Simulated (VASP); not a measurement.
Input of a VASP 6.6.1 run:

Contents of INCAR:

```
PREC     = Accurate       # precision mode
ENCUT    = 520            # plane-wave cutoff, eV
EDIFF    = 1E-7           # SCF threshold, eV
ISMEAR   = -1             # smearing method
SIGMA    = 0.01           # smearing width, eV
LREAL    = F              # projectors in reciprocal space
LASPH    = T              # aspherical terms in the spheres
NELM     = 100            # most SCF steps
ALGO     = Normal         # electronic algorithm
ISIF     = 2              # what is computed and relaxed
LWAVE    = F              # write WAVECAR
LCHARG   = F              # write CHGCAR
GGA      = PS             # functional
NBANDS   = 27             # bands
```

File KPOINTS:

```
Automatic mesh
0
Gamma
  6 6 6
```

File POSCAR:

```
Se
1.0
    5.6809998619      3.2799267995      1.4320401000
   -5.6809998619      3.2799267995      1.4320401000
    0.0000000000     -6.5598535991      1.4320401000
Se
6
Direct
    0.2806600000      0.1625100000      0.9181800000
    0.9181800000      0.2806600000      0.1625100000
    0.1625100000      0.9181800000      0.2806600000
    0.7193400000      0.8374900000      0.0818200000
    0.0818200000      0.7193400000      0.8374900000
    0.8374900000      0.0818200000      0.7193400000
```

Potentials or basis: VASP PAW PBE potentials, release 64 (Se).

Launch:

```sh
$ cat potpaw_PBE.64/Se/POTCAR > POTCAR
$ mpirun -np 1 vasp_std > vasp.out
```

Q: Predict the band gap on the k mesh.

A: 0.99 eV (least direct gap 1.24 eV).

Q: What does it give for the pressure?

A: 1.4 GPa.

Q: Predict the largest force.

A: 0.607 eV/Å.

Forces in eV/Å, atoms in the order of the input:
```
Se   0.193  0.402  0.412
Se  -0.445 -0.034  0.412
Se   0.252 -0.368  0.412
Se  -0.193 -0.402 -0.412
Se   0.445  0.034 -0.412
Se  -0.252  0.368 -0.412
```

Caveat: the cell differs from its parent crystal (zz strain of -3 %); this functional lacks dispersion, which holds the molecules together, so the pressure and a relaxed volume are unreliable; the PAW data sets were made with another functional, which shifts forces and pressure a little. A k mesh can miss the band edges.
